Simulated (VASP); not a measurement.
Wanted: the native input for a VASP 6.6.1 run.

- Task: single point
- Functional: PBE
- Potentials or basis: VASP PAW PBE potentials, release 64 (Co, Si)
- Cutoff: 520 eV
- k mesh: 7 × 7 × 7
- Occupations: fermi-dirac, width 0.05 eV
- Spin: collinear spin, ferromagnetic start
- Starting moments: [2.0, 0.0, 0.0] μB
- Fixed moment: 2 μB
- Dipole correction: no
- Further INCAR settings: ALGO = Normal; EDIFF = 1e-06; NBANDS = 20

The structure of CoSi2 lies in POSCAR:

```
CoSi2
1.0
    0.0000000000      2.6780000000      2.6780000000
    2.6780000000      0.0000000000      2.6780000000
    2.6780000000      2.6780000000      0.0000000000
Co Si
1 2
Direct
    0.0000000000      0.0000000000      0.0000000000
    0.7500000000      0.7500000000      0.7500000000
    0.2500000000      0.2500000000      0.2500000000
```

One way to write it, as run:

INCAR

```
SYSTEM = CoSi2
  PREC = Accurate
  ENCUT = 520
  EDIFF = 1E-6
  ISMEAR = -1
  SIGMA = 0.05
  LREAL = .FALSE.
  LASPH = .TRUE.
  NELM = 150
  ALGO = Normal
  ISIF = 2
  LWAVE = .FALSE.
  LCHARG = .TRUE.
  ISPIN = 2
  MAGMOM = 2 0 0
  LORBIT = 11
  NUPDOWN = 2.0
  LMAXMIX = 4
  GGA = PE
  LELF = .TRUE.
  LVHAR = .TRUE.
  NBANDS = 20
```

KPOINTS

```
regular mesh
0
G
  7 7 7
  0 0 0
```

Potentials or basis: VASP PAW PBE potentials, release 64 (Co, Si).

Command:

```sh
$ cat potpaw_PBE.64/Co/POTCAR potpaw_PBE.64/Si/POTCAR > POTCAR
$ mpirun -np 1 vasp_std > vasp.out
```

It gave:

| Property | Result |
| --- | --- |
| Pressure | 14.4 GPa |
| Net moment | 2.00 μB per cell |
| Site moments | Co +1.25; Si +0.16 μB |
| Valence electrons inside the program's atomic spheres | Co 8.79; Si 1.62 |

Caveat: the total moment is fixed, so each spin has its own Fermi level.

Wall time 31 s on 1 thread of Intel(R) Xeon(R) Platinum 8375C CPU @ 2.90GHz (Ice Lake) (shared host), peak memory 0.18 GiB.
